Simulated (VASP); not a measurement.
Write the native input for VASP 6.6.1 that does the following.

* Task: single point
* Functional: PBEsol
* Potentials or basis: VASP PAW PBE potentials, release 64 (Si, C)
* Cutoff: 520 eV
* k mesh: 12 × 12 × 12
* Occupations: gaussian, width 0.05 eV
* Spin: no spin polarisation
* Dipole correction: no
* Further INCAR settings: ALGO = Normal; EDIFF = 1e-06; NBANDS = 11

The structure of SiC lies in POSCAR:

```
SiC
1.0
    0.0000000000      2.1626262526      2.1626262526
    2.1626262526      0.0000000000      2.1626262526
    2.1059654447      2.1059654447      0.0566608078
Si C
1 1
Direct
    0.0000000000      0.0000000000      0.0000000000
    0.7500000000      0.7500000000      0.7500000000
```

One way to write it, as run:

INCAR

```
PREC = Accurate
ENCUT = 520
EDIFF = 1E-6
ISMEAR = 0
SIGMA = 0.05
LREAL = F
LASPH = T
NELM = 80
ALGO = Normal
ISIF = 2
LWAVE = F
LCHARG = F
GGA = PS
NBANDS = 11
```

KPOINTS

```
regular mesh
0
Gamma
  12 12 12
```

Potentials or basis: VASP PAW PBE potentials, release 64 (Si, C).

Run with:

```bash
$ cat potpaw_PBE.64/Si/POTCAR potpaw_PBE.64/C/POTCAR > POTCAR
$ mpirun -np 1 vasp_std > vasp.out
```

It gave:

- Pressure: 16.4 GPa
- Largest force: 0.658 eV/Å
- Band gap on the k mesh: 0.99 eV, indirect (least direct gap 4.24 eV)

Caveat: the PAW data sets were made with another functional, which shifts forces and pressure a little.

Wall time 22 s on 1 thread of Intel Xeon 6975P-C (shared host), peak memory 0.16 GiB.
